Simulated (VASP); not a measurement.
Here is a VASP 6.6.1 calculation.

INCAR

```
SYSTEM = N
ALGO = Normal
EDIFF = 1E-7
ENCUT = 520
ISIF = 2
ISMEAR = -1
LASPH = .True.
LCHARG = .False.
LREAL = .False.
LWAVE = .False.
NBANDS = 12
NELM = 60
PREC = Accurate
SIGMA = 0.02
```

File KPOINTS:

```
k-points
0
Gamma
  1 1 1
  0 0 0
```

Contents of POSCAR:

```
N
1.0
    9.0000000000      0.0000000000      0.0000000000
    0.0000000000      9.5000000000      0.0000000000
    0.0000000000      0.0000000000     10.0000000000
N
2
Direct
    0.5000000000      0.5000000000      0.4453367645
    0.5000000000      0.5000000000      0.5546632355
```

Potentials or basis: VASP PAW LDA potentials, release 64 (N).

Launch:

```sh
$ cat potpaw_LDA.64/N/POTCAR > POTCAR
$ mpirun -np 1 vasp_gam > vasp.out
```

Q: Estimate the largest force.

A: 1.532 eV/Å.

Q: Predict the gap between the frontier levels.

A: 8.21 eV.

Forces in eV/Å, atoms in the order of the input:
```
N    0.000  0.000 -1.532
N    0.000  0.000  1.532
```

Caveat: the standard files for N, O and F lose accuracy on very short bonds.
